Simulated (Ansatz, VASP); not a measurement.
**One calculation of C, two programs**

The input INCAR:

```
SYSTEM = C
PREC = Accurate
ENCUT = 520
EDIFF = 1E-6
ISMEAR = 0
SIGMA = 0.15
LREAL = .FALSE.
LASPH = .TRUE.
NELM = 80
ALGO = Normal
ISIF = 2
LWAVE = .FALSE.
LCHARG = .FALSE.
GGA = PE
IVDW = 12
NBANDS = 16
```

KPOINTS

```
Automatic mesh
0
G
  22 22 8
  0 0 0
```

POSCAR

```
C
1.0
    1.2327689981     -2.2301826918      0.0000000000
    1.2327689981      2.2301826918      0.0000000000
    0.0000000000      0.0000000000      6.7989836842
C
4
Direct
    0.0833101797      0.9166898203      0.7500000000
    0.5833101797      0.4166898203      0.2500000000
    0.9166898203      0.0833101797      0.2500000000
    0.4166898203      0.5833101797      0.7500000000
```

Input for Ansatz:

```yaml
crystal:
  lattice:
    - [1.2327689981, -2.2301826918, 0.0]
    - [1.2327689981, 2.2301826918, 0.0]
    - [0.0, 0.0, 6.7989836842]
  atoms:
    - { symbol: C, position: [0.0833101797, 0.9166898203, 0.75] }
    - { symbol: C, position: [0.5833101797, 0.4166898203, 0.25] }
    - { symbol: C, position: [0.9166898203, 0.0833101797, 0.25] }
    - { symbol: C, position: [0.4166898203, 0.5833101797, 0.75] }
basis:
  ecutwfc: 420
kpoints:
  mp_grid: { grid: [22, 22, 8] }
hamiltonian:
  xc: pbe
  dispersion: d3bj
scf:
  occupations: { method: gaussian, width: 0.15 }
output:
  forces: true
  stress: true
  eigenvalues: true
```

Change from the starting cell: strain +0.0450 x Voigt [0, 1, 0, 0, 0, 0], atoms carried along.

Alike in both runs: task single point; functional PBE; dispersion D3(BJ); k mesh 22 × 22 × 8; occupations gaussian, width 0.15 eV; no spin polarisation.

|  | VASP | Ansatz |
| --- | --- | --- |
| version | VASP 6.6.1 | Ansatz 0.2.0 |
| potentials or method | VASP PAW PBE potentials, release 64 (C), cutoff 520 eV | scalar-relativistic, plane waves, PAW |
| valence electrons in the cell | 16 | 16 |

|  | VASP | Ansatz | Ansatz less VASP |
| --- | --- | --- | --- |
| gap on the k mesh at the Fermi level (eV) | none | none | - |
| pressure (GPa) | -16.1 | -16.5 | -0.39 |
| traceless stress, the component that is largest in VASP (GPa) | -25.87 | -26.03 | -0.160 |
| rms of the force components (eV/Å) | 0.125 | 0.119 | -0.0066 |

Atom by atom the forces differ by 0.007 eV/Å (rms over components). A gap of «none» marks a metal or a gap that the smearing closes.
